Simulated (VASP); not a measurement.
Input of a VASP 6.6.1 run:

Contents of INCAR:

```
SYSTEM = Al
PREC = Accurate
ENCUT = 520
EDIFF = 1E-6
ISMEAR = -1
SIGMA = 0.05
LREAL = .False.
LASPH = .True.
NELM = 80
ALGO = Normal
ISIF = 2
LWAVE = .False.
LCHARG = .False.
GGA = PE
NBANDS = 14
```

KPOINTS

```
regular mesh
0
Gamma
  10 10 7
  0 0 0
```

Contents of POSCAR:

```
Al
1.0
    3.5847388343      0.0000000000      0.0000000000
   -1.7923694172      3.1044748965      0.0000000000
    0.0000000000      0.0000000000      4.6882986930
Al
4
Direct
    0.0000000000      0.0000000000      0.0000000000
    0.0000000000      0.0000000000      0.5000000000
    0.3333333333      0.6666666667      0.2500000000
    0.6666666667      0.3333333333      0.7500000000
```

Potentials or basis: VASP PAW PBE potentials, release 64 (Al).

Run with:

```sh
$ cat potpaw_PBE.64/Al/POTCAR > POTCAR
$ mpirun -np 1 vasp_std > vasp.out
```

(1) Estimate the band gap on the k mesh.

(2) Predict the pressure.

Answers

(1) zero (band 6 reaches 12.11 eV, above the bottom of band 7 at 8.52 eV).

(2) 63.0 GPa.
